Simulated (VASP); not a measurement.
# Ag (P4/mmm) in VASP: notebook

The runs below take Ag through single point, with PBE.

All numbers are computed with VASP 6.6.1; they aren't measurements. Logs are shortened: lines on timing, memory, paths and dates and some standing lists are left out, and cuts for length are marked.

### 1 The cell of the first run

It takes space group P4/mmm (No. 123, tetragonal). Conventional cell: a = 6.613 Å, b = 6.613 Å, c = 2.704 Å, α = 90.00°, β = 90.00°, γ = 90.00°. Within 3.6 Å of Ag (site symmetry m2m) lie 5 Ag at 2.69 to 2.77 Å.

The cell was generated, and may not be a known phase.

### 2 Single point, PBE

Contents of INCAR:

```
SYSTEM = Ag
PREC     = Accurate       ! precision mode
ENCUT    = 520            ! plane-wave cutoff, eV
EDIFF    = 1E-6           ! SCF threshold, eV
ISMEAR   = 0              ! smearing method
SIGMA    = 0.1            ! smearing width, eV
LREAL    = .FALSE.        ! projectors in reciprocal space
LASPH    = .TRUE.         ! aspherical terms in the spheres
NELM     = 60             ! most SCF steps
ALGO     = Normal         ! electronic algorithm
ISIF     = 2              ! what is computed and relaxed
LWAVE    = .FALSE.        ! write WAVECAR
LCHARG   = .FALSE.        ! write CHGCAR
GGA      = PE             ! functional
NBANDS   = 30             ! bands
```

Contents of KPOINTS:

```
Automatic mesh
0
G
  4 4 4
  0 0 0
```

Contents of POSCAR:

```
Ag
1.0
    6.6127652643      0.0000000000      0.0000000000
    0.0000000000      6.6127652643      0.0000000000
    0.0000000000      0.0000000000      2.7039992276
Ag
4
Direct
    0.2037695068      0.5000000000      0.0000000000
    0.7962304932      0.5000000000      0.0000000000
    0.5000000000      0.2037695068      0.0000000000
    0.5000000000      0.7962304932      0.0000000000
```

Potentials or basis: VASP PAW PBE potentials, release 64 (Ag).

Started as:

```bash
$ cat potpaw_PBE.64/Ag/POTCAR > POTCAR
$ mpirun -np 1 vasp_std > vasp.out
```

OUTCAR:

```text
SYSTEM = Ag
   PREC = Accurate
   ENCUT = 520
   EDIFF = 1E-6
   ISMEAR = 0
   LREAL = .FALSE.
   LASPH = .TRUE.
   NELM = 60
   ISIF = 2
   GGA = PE

 ion  position               nearest neighbor table
   1  0.204  0.500  0.000-   2 2.69   3 2.77   4 2.77
   2  0.796  0.500  0.000-   1 2.69   3 2.77   4 2.77
   3  0.500  0.204  0.000-   4 2.69   2 2.77   1 2.77
   4  0.500  0.796  0.000-   3 2.69   2 2.77   1 2.77

  LATTYP: Found a simple tetragonal cell.
 ALAT       =     6.6127652643
 C/A-ratio  =     0.4089059750

  Lattice vectors:

 A1 = (   6.6127652643,   0.0000000000,   0.0000000000)
 A2 = (   0.0000000000,   6.6127652643,   0.0000000000)
 A3 = (   0.0000000000,   0.0000000000,   2.7039992276)

Analysis of symmetry for initial positions (statically):
=====================================================================
 Subroutine PRICEL returns:
 Original cell was already a primitive cell.

 Routine SETGRP: Setting up the symmetry group for a
 simple tetragonal supercell.

 Subroutine GETGRP returns: Found 16 space group operations
 (whereof 16 operations were pure point group operations)
 out of a pool of 16 trial point group operations.

The static configuration has the point symmetry D_4h.

Analysis of symmetry for dynamics (positions and initial velocities):
=====================================================================
 Subroutine PRICEL returns:
 Original cell was already a primitive cell.

 Routine SETGRP: Setting up the symmetry group for a
 simple tetragonal supercell.

 Subroutine GETGRP returns: Found 16 space group operations
 (whereof 16 operations were pure point group operations)
 out of a pool of 16 trial point group operations.

The dynamic configuration has the point symmetry D_4h.

 Subroutine INISYM returns: Found 16 space group operations
 (whereof 16 operations are pure point group operations),
 and found     1 'primitive' translations

----------------------------------------------------------------------------------------

                                     Primitive cell

  volume of cell :     118.2423

  direct lattice vectors                    reciprocal lattice vectors
     6.612765264  0.000000000  0.000000000     0.151222667  0.000000000  0.000000000
     0.000000000  6.612765264  0.000000000     0.000000000  0.151222667  0.000000000
     0.000000000  0.000000000  2.703999228     0.000000000  0.000000000  0.369822591

[... 79 lines left out ...]
   NELM   =     60;   NELMIN=  2; NELMDL= -5     # of ELM steps
   EDIFF  = 0.1E-05   stopping-criterion for ELM
   LREAL  =      F    real-space projection
   EDIFFG = 0.1E-04   stopping-criterion for IOM
   NSW    =      0    number of steps for IOM
   IBRION =     -1    ionic relax: 0-MD 1-quasi-New 2-CG
   NFREE  =      0    steps in history (QN), initial steepest desc. (CG)
   ISIF   =      2    stress and relaxation
   ISYM   =      2    0-nonsym 1-usesym 2-fastsym
   POTIM  = 0.5000    time-step for ionic-motion
   TEBEG  =    0.0;   TEEND  =   0.0 temperature during run
   PSTRESS=    0.0 pullay stress
   NELECT =      44.0000    total number of electrons
   NUPDOWN=      -1.0000    fix difference up-down
   EMIN   =  10.00;   EMAX   =-10.00  energy-range for DOS
   EFERMI =   0.00;   METHOD = LEGACY
   ISMEAR =     0;   SIGMA  =   0.10  broadening in eV -4-tet -1-fermi 0-gaus
   EFERMI_NEDOS =   21; number of points for ismear=-14 and -15
   IALGO  =     38    algorithm
   IMIX   =      4    mixing-type and parameters
     AMIX     =   0.40;   BMIX     =  1.00
     AMIX_MAG =   1.60;   BMIX_MAG =  1.00
  volume/ion in A,a.u.               =      29.56       199.48
  Fermi-wavevector in a.u.,A,eV,Ry     =   1.177520  2.225189 18.865190  1.386552
  Thomas-Fermi vector in A             =   2.313865
   LORBIT       =      0    0 simple, 1 ext, 2 COOP (PROOUT), +10 PAW based schemes
   GGA     = PE    functional components
   LHFCALC =     F    Hartree Fock is set to
   AEXX    =    0.0000 exact exchange contribution
   IVDW    =     0    specifies the selected vdW correction
   LEPSILON=     F    determine dielectric tensor
   LRPA    =     F    only Hartree local field effects (RPA)
 non-spin polarized calculation
 Gauss-broadening in eV      SIGMA  =   0.10
  energy-cutoff  :      520.00
  volume of cell :      118.24
 maximum number of plane-waves:      3226
 NGX is ok and might be reduce to    50
   NGX = 25   NGY = 25   NGZ = 11

 number of electron      43.9999987 magnetization

 Free energy of the ion-electron system (eV)
  ---------------------------------------------------
  ext. energy  EPLUGINS =         0.00000000
  ---------------------------------------------------
  free energy    TOTEN  =        -8.94885141 eV

  energy without entropy =       -8.94453120  energy(sigma->0) =       -8.94669131

 E-fermi :   2.5371     XC(G=0):  -8.6102

 val. band max:        2.4556760649   @ k =   0.2500   0.2500   0.2500
 cond. band min:       2.6924589414   @ k =   0.2500   0.0000   0.0000
 fundamental gap:      0.2367828765
 Fermi energy:         2.5371072028

 k-point     1 :       0.0000    0.0000    0.0000
  band No.  band energies     occupation
      1      -3.0429      2.00000
      2      -2.8266      2.00000
      3      -2.5157      2.00000
      4      -2.4659      2.00000
      5      -2.4659      2.00000
      6      -1.8593      2.00000
[... 583 lines left out ...]
     29      10.7222      0.00000
     30      11.3543      0.00000

------------------------ aborting loop because EDIFF is reached ----------------------------------------

  FORCE on cell =-STRESS in cart. coord.  units (eV):
  Direction    XX          YY          ZZ          XY          YZ          ZX
  --------------------------------------------------------------------------------------
  -------------------------------------------------------------------------------------
  Total        0.0821565      0.0821565     -0.1669711      0.0000000     -0.0000000      0.0000000
  in kB        1.1132166      1.1132166     -2.2624512      0.0000000     -0.0000000      0.0000000
  external PRESSURE =      -0.0120060 kB  Pullay stress =       0.0000000 kB

 VOLUME and BASIS-vectors are now :
 -----------------------------------------------------------------------------
  energy-cutoff  :      520.00
  volume of cell :      118.24
      direct lattice vectors                 reciprocal lattice vectors
     6.612765264  0.000000000  0.000000000     0.151222667  0.000000000  0.000000000
     0.000000000  6.612765264  0.000000000     0.000000000  0.151222667  0.000000000
     0.000000000  0.000000000  2.703999228     0.000000000  0.000000000  0.369822591

 POSITION                                       TOTAL-FORCE (eV/Angst)
 -----------------------------------------------------------------------------------
      1.34748      3.30638      0.00000         0.002052      0.000000      0.000000
      5.26529      3.30638      0.00000        -0.002052     -0.000000     -0.000000
      3.30638      1.34748      0.00000         0.000000      0.002052     -0.000000
      3.30638      5.26529      0.00000        -0.000000     -0.002052      0.000000
 -----------------------------------------------------------------------------------
    total drift:                               -0.000000      0.000000     -0.000000

  FREE ENERGIE OF THE ION-ELECTRON SYSTEM (eV)
  ---------------------------------------------------
  free  energy   TOTEN  =        -8.9488514078 eV

  energy  without entropy=       -8.9445312049  energy(sigma->0) =       -8.94669131
```

stdout:

```text
POSCAR found type information on POSCAR Ag
 POSCAR found :  1 types and       4 ions
 scaLAPACK will be used
 LDA part: xc-table for (Slater+PW92), standard interpolation
 POSCAR, INCAR and KPOINTS ok, starting setup
 FFT: planning ... GRIDC
 FFT: planning ... GRID_SOFT
 FFT: planning ... GRID
 WAVECAR not read
 entering main loop
```

It took 42 s on 1 thread of Intel Xeon Platinum 8488C (Sapphire Rapids), shared host; peak memory 0.22 GiB.

What came out:

* Free energy: -8.9489 eV
* Pressure: 0.0 GPa
* Band gap on the k mesh: zero (bands 22 and 23 overlap by 4.97 eV)

Forces on the atoms (eV/Å):
```
Ag   0.002  0.000  0.000
Ag  -0.002  0.000  0.000
Ag   0.000  0.002  0.000
Ag   0.000 -0.002  0.000
```

Stress tensor (GPa, compression positive):
```
 0.11  0.00  0.00
 0.00  0.11  0.00
 0.00  0.00 -0.23
```

Caveat: the k points lie up to 0.58 Å⁻¹ apart, too coarse for converged energies and pressures of a metal.

### 3 Single point, PBE

This run uses another cell than the first one, of 36.18 Å³/atom.

Contents of INCAR:

```
PREC = Accurate ; ENCUT = 520
EDIFF = 1E-7 ; ISMEAR = 0
SIGMA = 0.1 ; LREAL = F
LASPH = T ; NELM = 60
ALGO = Fast ; ISIF = 2
LWAVE = F ; LCHARG = T
GGA = PE ; LELF = T
LVHAR = T ; NBANDS = 30
```

Contents of KPOINTS:

```
regular mesh
0
Gamma
  4 4 4
```

Contents of POSCAR:

```
Ag
1.0
    5.9761290600      0.0000000000      0.0000000000
    0.0000000000      5.9761290600      0.0000000000
    0.0000000000      0.0000000000      4.0526125200
Ag
4
Direct
    0.1577016000      0.5000000000      0.0000000000
    0.8422984000      0.5000000000      0.0000000000
    0.5000000000      0.1577016000      0.0000000000
    0.5000000000      0.8422984000      0.0000000000
```

Potentials or basis: VASP PAW PBE potentials, release 64 (Ag).

Started as:

```bash
$ cat potpaw_PBE.64/Ag/POTCAR > POTCAR
$ mpirun -np 1 vasp_std > vasp.out
```

OUTCAR:

```text
PREC = Accurate
   ENCUT = 520
   EDIFF = 1E-7
   ISMEAR = 0
   LREAL = F
   LASPH = T
   NELM = 60
   ISIF = 2
   GGA = PE

 ion  position               nearest neighbor table
   1  0.158  0.500  0.000-   2 1.88   3 2.89   4 2.89
   2  0.842  0.500  0.000-   1 1.88   3 2.89   4 2.89
   3  0.500  0.158  0.000-   4 1.88   2 2.89   1 2.89
   4  0.500  0.842  0.000-   3 1.88   2 2.89   1 2.89

  LATTYP: Found a simple tetragonal cell.
[... 784 lines left out ...]

  FORCE on cell =-STRESS in cart. coord.  units (eV):
  Direction    XX          YY          ZZ          XY          YZ          ZX
  --------------------------------------------------------------------------------------
  -------------------------------------------------------------------------------------
  Total       38.4876394     38.4876394     -1.8851492      0.0000000      0.0000000      0.0000000
  in kB      426.0463405    426.0463405    -20.8680219      0.0000000      0.0000000      0.0000000
  external PRESSURE =     277.0748864 kB  Pullay stress =       0.0000000 kB

 VOLUME and BASIS-vectors are now :
 -----------------------------------------------------------------------------
  energy-cutoff  :      520.00
  volume of cell :      144.74
      direct lattice vectors                 reciprocal lattice vectors
     5.976129060  0.000000000  0.000000000     0.167332397  0.000000000  0.000000000
     0.000000000  5.976129060  0.000000000     0.000000000  0.167332397  0.000000000
     0.000000000  0.000000000  4.052612520     0.000000000  0.000000000  0.246754407

 POSITION                                       TOTAL-FORCE (eV/Angst)
 -----------------------------------------------------------------------------------
      0.94245      2.98806      0.00000        22.007071     -0.000000      0.000000
      5.03368      2.98806      0.00000       -22.007071      0.000000     -0.000000
      2.98806      0.94245      0.00000        -0.000000     22.007071     -0.000000
      2.98806      5.03368      0.00000         0.000000    -22.007071      0.000000
 -----------------------------------------------------------------------------------
    total drift:                                0.000000      0.000000      0.000000

  FREE ENERGIE OF THE ION-ELECTRON SYSTEM (eV)
  ---------------------------------------------------
  free  energy   TOTEN  =         3.0351958305 eV

  energy  without entropy=        3.0405885462  energy(sigma->0) =        3.03789219
```

OSZICAR:

```text
N       E                     dE             d eps       ncg     rms          rms(c)
DAV:   1     0.267393408785E+03    0.26739E+03   -0.20953E+04  1080   0.130E+03
DAV:   2     0.988501396140E+01   -0.25751E+03   -0.24445E+03  1152   0.281E+02
DAV:   3     0.280581475997E+01   -0.70792E+01   -0.70235E+01  1248   0.485E+01
DAV:   4     0.275543822484E+01   -0.50377E-01   -0.50369E-01  1178   0.424E+00
DAV:   5     0.275462059846E+01   -0.81763E-03   -0.81761E-03  1244   0.528E-01    0.254E+01
RMM:   6     0.297174654799E+01    0.21713E+00   -0.39688E-01  1080   0.379E+00    0.164E+01
RMM:   7     0.303348336535E+01    0.61737E-01   -0.69666E-02  1109   0.139E+00    0.478E-01
RMM:   8     0.303513485694E+01    0.16515E-02   -0.56001E-03  1122   0.443E-01    0.132E-01
RMM:   9     0.303526394535E+01    0.12909E-03   -0.17586E-03  1131   0.239E-01    0.513E-02
RMM:  10     0.303520907781E+01   -0.54868E-04   -0.30565E-04  1172   0.103E-01    0.410E-02
RMM:  11     0.303519963568E+01   -0.94421E-05   -0.47718E-05  1154   0.384E-02    0.193E-02
RMM:  12     0.303519695240E+01   -0.26833E-05   -0.26717E-05  1163   0.287E-02    0.940E-03
RMM:  13     0.303519607106E+01   -0.88134E-06   -0.56208E-06  1195   0.125E-02    0.235E-03
RMM:  14     0.303519583452E+01   -0.23654E-06   -0.12528E-06  1049   0.498E-03    0.251E-03
RMM:  15     0.303519583045E+01   -0.40645E-08   -0.14670E-07   736   0.188E-03
   1 F= 0.30351958E+01 E0= 0.30378922E+01  d E =-.539272E-02
```

Wall time 60 s (1 thread of Intel Xeon Platinum 8488C (Sapphire Rapids), shared host); peak memory 0.27 GiB.

Results:

| Property | Result |
| --- | --- |
| Free energy | 3.0352 eV |
| Pressure | 27.7 GPa |
| Largest force | 22.007 eV/Å |
| Band gap on the k mesh | zero (bands 22 and 23 overlap by 1.45 eV) |

Forces on the atoms (eV/Å):
```
Ag   22.007   0.000   0.000
Ag  -22.007   0.000   0.000
Ag    0.000  22.007   0.000
Ag    0.000 -22.007   0.000
```

Stress tensor (GPa, compression positive):
```
42.60  0.00  0.00
 0.00 42.60  0.00
 0.00  0.00 -2.09
```

Caveat: the k points lie up to 0.39 Å⁻¹ apart, too coarse for converged energies and pressures of a metal; atoms lie so close that the PAW spheres overlap strongly, which falsifies energies and pressures; forces of over 1 eV/Å act on the atoms, so gaps and moduli don't describe the material at rest.

The gap in the log of VASP goes by the Fermi energy; the results here count the filled bands.